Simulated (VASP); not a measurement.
**Al3Ni2: single point with PBEsol**

The system is Al3Ni2.

```
Al Ni
1.0
     3.90306    0.00000    0.00000
    -1.95153    3.38015    0.00000
     0.00000    0.00000    4.98095
Al Ni
3 2
Direct
  0.00000 0.00000 0.00000
  0.33333 0.66667 0.64778
  0.66667 0.33333 0.35222
  0.33333 0.66667 0.14557
  0.66667 0.33333 0.85443
```

This cell differs from its parent crystal: strain -0.025 along x and y, +0.025 along z.

* Program: VASP 6.6.1
* Task: single point
* Functional: PBEsol
* Potentials or basis: VASP PAW PBE potentials, release 64 (Al, Ni)
* Cutoff: 520 eV
* k mesh: 12 × 12 × 10
* Occupations: gaussian, width 0.15 eV
* Spin: no spin polarisation

| Item | Value |
| --- | --- |
| Pressure | 3.7 GPa |
| Largest force | 0.143 eV/Å |
| Band gap on the k mesh | zero (an odd number of electrons rules out a gap without spin polarisation) |

Forces on the atoms (eV/Å):
```
Al   0.000  0.000  0.000
Al   0.000  0.000  0.016
Al   0.000  0.000 -0.016
Ni   0.000  0.000  0.143
Ni   0.000  0.000 -0.143
```

Stress tensor (GPa, compression positive):
```
 7.19  0.00  0.00
 0.00  7.19  0.00
 0.00  0.00 -3.37
```

Levels at points of the mesh, in eV from the Fermi level:
| k point | band 11 | band 12 | band 13 | band 14 | band 15 | band 16 | band 17 | band 18 | band 19 | band 20 |
| --- | --- | --- | --- | --- | --- | --- | --- | --- | --- | --- |
| (0.00, 0.00, 0.00) | -1.71 | -1.71 | -1.35 | 1.57 | 1.57 | 3.51 | 3.51 | 4.91 | 5.30 | 6.98 |
| (0.50, 0.00, 0.00) | -1.95 | -1.82 | -1.67 | -1.64 | -1.44 | 1.23 | 1.85 | 2.49 | 4.68 | 5.20 |
| (0.00, 0.00, 0.50) | -1.81 | -1.81 | 2.77 | 2.95 | 2.95 | 3.10 | 3.10 | 3.88 | 4.71 | 4.80 |
| (0.50, 0.00, 0.50) | -2.02 | -1.92 | -1.82 | -1.15 | -0.27 | 1.59 | 2.36 | 3.61 | 5.79 | 6.68 |

Wall time 2.7 min on 1 thread of Intel(R) Xeon(R) Platinum 8488C (Sapphire Rapids), with other jobs on the host, peak memory 0.33 GiB.

Caveat: the cell differs from its parent crystal (strain -0.025 along x and y, +0.025 along z); the cell stands under pressure; the PAW data sets were made with another functional, which shifts forces and pressure a little. Spin polarisation is off, so any magnetic state and its effect on volume and gap are missing.
